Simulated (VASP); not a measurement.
Here is a VASP 6.6.1 calculation.

Contents of INCAR:

```
SYSTEM = Hg
ALGO     = Fast           ! electronic algorithm
EDIFF    = 1E-6           ! SCF threshold, eV
ENCUT    = 520            ! plane-wave cutoff, eV
GGA      = PE             ! functional
ISIF     = 2              ! what is computed and relaxed
ISMEAR   = -1             ! smearing method
LASPH    = .TRUE.         ! aspherical terms in the spheres
LCHARG   = .TRUE.         ! write CHGCAR
LELF     = .TRUE.         ! ELF
LREAL    = .FALSE.        ! projectors in reciprocal space
LVHAR    = .TRUE.       
LWAVE    = .FALSE.        ! write WAVECAR
NBANDS   = 25             ! bands
NELM     = 100            ! most SCF steps
PREC     = Accurate       ! precision mode
SIGMA    = 0.05           ! smearing width, eV
```

KPOINTS

```
k-points
0
G
  9 9 4
  0 0 0
```

File POSCAR:

```
Hg
1.0
    3.3205578694      0.0000000000      0.0000000000
   -1.4721436807      3.0761348998      0.0000000000
   -0.9583293978     -1.3972993748      8.1206091033
Hg
3
Direct
    0.0000000000      0.0000000000      0.0000000000
    0.4139298800      0.2585777100      0.6647421900
    0.5860701200      0.7414222900      0.3352578100
```

Potentials or basis: VASP PAW PBE potentials, release 64 (Hg).

Command:

```console
$ cat potpaw_PBE.64/Hg/POTCAR > POTCAR
$ mpirun -np 1 vasp_std > vasp.out
```

Question: Estimate the band gap on the k mesh.

Answer: Zero (bands 18 and 19 overlap by 1.13 eV).

Question: What does it give for the pressure?

Answer: 0.9 GPa.

Question: What does it give for the largest force?

Answer: 0.027 eV/Å.

Stress tensor (GPa, compression positive):
```
 0.79  0.13  0.01
 0.13  0.89 -0.04
 0.01 -0.04  0.90
```

Caveat: spin-orbit coupling is left out, which moves the levels of the heavy elements.
